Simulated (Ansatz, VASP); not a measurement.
Given: the input of a run of Ansatz 0.2.0 on PbS.

Contents of input.yaml:

```yaml
crystal:
  lattice:
    - [2.1073236324, -6.0701387599, 0.0]
    - [2.1073236324, 6.0701387599, 0.0]
    - [0.0, 0.0, 4.3356342523]
  atoms:
    - { symbol: Pb, position: [0.13056335, 0.86943665, 0.25] }
    - { symbol: Pb, position: [0.86943665, 0.13056335, 0.75] }
    - { symbol: S, position: [0.35479709, 0.64520291, 0.25] }
    - { symbol: S, position: [0.64520291, 0.35479709, 0.75] }
hamiltonian:
  xc: rpbe
  pseudopotentials: { kind: paw }
  dispersion: d3bj
kpoints:
  mp_grid: { grid: [7, 7, 6] }
scf:
  occupations: { method: fermi_dirac, width: 0.05 }
output:
  forces: true
  stress: true
  eigenvalues: true
```

Potentials or basis: Ansatz PAW.

Command:

```bash
$ ansatz run input.yaml --threads 2 --pin off --max-ram 5120MiB --backend cpu --events-out ev --progress --plain --runs-dir out
```

Q: Translate it to VASP 6.6.1. Potentials there: VASP PAW PBE potentials, release 64 (Pb_d, S).

A: As run (the cutoff follows the program's own potentials):

INCAR

```
SYSTEM = PbS
  PREC = Accurate
  ENCUT = 520
  EDIFF = 1E-6
  ISMEAR = -1
  SIGMA = 0.05
  LREAL = .FALSE.
  LASPH = .TRUE.
  NELM = 60
  ALGO = Normal
  ISIF = 2
  LWAVE = .FALSE.
  LCHARG = .TRUE.
  GGA = RP
  IVDW = 12
  LELF = .TRUE.
  LVHAR = .TRUE.
  NBANDS = 28
```

KPOINTS

```
Automatic mesh
0
G
  7 7 6
  0 0 0
```

Contents of POSCAR:

```
PbS
1.0
    2.1073236324     -6.0701387599      0.0000000000
    2.1073236324      6.0701387599      0.0000000000
    0.0000000000      0.0000000000      4.3356342523
Pb S
2 2
Direct
    0.1305633500      0.8694366500      0.2500000000
    0.8694366500      0.1305633500      0.7500000000
    0.3547970900      0.6452029100      0.2500000000
    0.6452029100      0.3547970900      0.7500000000
```

Potentials or basis: VASP PAW PBE potentials, release 64 (Pb_d, S).

Run with:

```console
$ cat potpaw_PBE.64/Pb_d/POTCAR potpaw_PBE.64/S/POTCAR > POTCAR
$ mpirun -np 1 vasp_std > vasp.out
```

Both were run:

|  | VASP | Ansatz | Ansatz less VASP |
| --- | --- | --- | --- |
| gap on the k mesh at the Fermi level (eV) | 1.41 | 1.41 | +0.001 |
| least direct gap on the mesh (eV) | 1.52 | 1.52 | -0.002 |
| pressure (GPa) | -11.9 | -11.8 | +0.07 |
| traceless stress, the component that is largest in VASP (GPa) | 1.12 | 1.13 | +0.012 |
| rms of the force components (eV/Å) | 0.169 | 0.166 | -0.0028 |

VASP's potentials were made for PBE, not for RPBE. Atom by atom the forces differ by 0.003 eV/Å (rms over components).

Neither program's run includes spin-orbit coupling. Noted on Ansatz's run: odd divisions of the mesh miss points on the zone boundary, where band edges often lie, so the gap on the mesh can be too wide.
